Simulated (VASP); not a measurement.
V: single point with LDA

The system is V.

```
V
1.0
     2.56910    0.00000    0.00000
    -1.28455    2.22490    0.00000
     0.00000    0.00000    4.65950
V
2
Cartesian
  0.0000 1.4833 1.1649
  1.2845 0.7416 3.4946
```

This isn't the form of V at room conditions, which is bcc.

| Quantity | Value |
| --- | --- |
| Program | VASP 6.6.1 |
| Task | single point |
| Functional | LDA |
| Potentials or basis | VASP PAW LDA potentials, release 64 (V_sv) |
| Cutoff | 520 eV |
| k mesh | 12 × 12 × 6 |
| Occupations | fermi-dirac, width 0.05 eV |
| Spin | collinear spin, ferromagnetic start |
| Starting moments | [2.0, 2.0] μB |
| Dipole correction | no |
| Further INCAR settings | ALGO = Fast; EDIFF = 1e-06; NBANDS = 24 |

| Quantity | Value |
| --- | --- |
| Pressure | -5.8 GPa |
| Band gap on the k mesh | zero (filled and empty bands overlap) |
| Net moment | 0.00 μB per cell |
| Valence electrons inside the program's atomic spheres | V 11.72 |

Stress tensor (GPa, compression positive):
```
-6.40  0.00  0.00
 0.00 -6.40  0.00
 0.00  0.00 -4.67
```

Levels at points of the mesh, in eV from the Fermi level:
Spin up:
| k point | band 10 | band 11 | band 12 | band 13 | band 14 | band 15 | band 16 | band 17 |
| --- | --- | --- | --- | --- | --- | --- | --- | --- |
| (0.00, 0.00, 0.00) | -3.51 | -0.63 | -0.05 | 0.32 | 0.32 | 0.65 | 0.65 | 1.88 |
| (0.50, 0.00, 0.00) | -2.94 | -2.87 | -0.41 | -0.06 | 0.33 | 0.59 | 3.08 | 3.70 |
| (0.00, 0.00, 0.50) | -5.05 | -1.06 | -1.06 | 0.35 | 0.35 | 0.35 | 0.35 | 2.59 |
| (0.50, 0.00, 0.50) | -3.40 | -1.92 | -1.92 | 1.68 | 1.68 | 1.79 | 1.79 | 3.77 |
Spin down:
```csv
k point,band 9,band 10,band 11,band 12,band 13,band 14,band 15,band 16,band 17,band 18
"(0.00, 0.00, 0.00)",-6.87,-3.51,-0.63,-0.05,0.31,0.31,0.65,0.65,1.88,1.88
"(0.50, 0.00, 0.00)",-3.09,-2.94,-2.87,-0.41,-0.06,0.33,0.59,3.08,3.70,3.82
"(0.00, 0.00, 0.50)",-5.05,-5.05,-1.06,-1.06,0.35,0.35,0.35,0.35,2.59,2.59
"(0.50, 0.00, 0.50)",-3.40,-3.40,-1.92,-1.92,1.68,1.68,1.79,1.79,3.77,3.77
```

Wall time 75 s on 1 thread of Intel(R) Xeon(R) Platinum 8488C (Sapphire Rapids) (shared host), peak memory 0.18 GiB.

Caveat: the cell stands under tension.
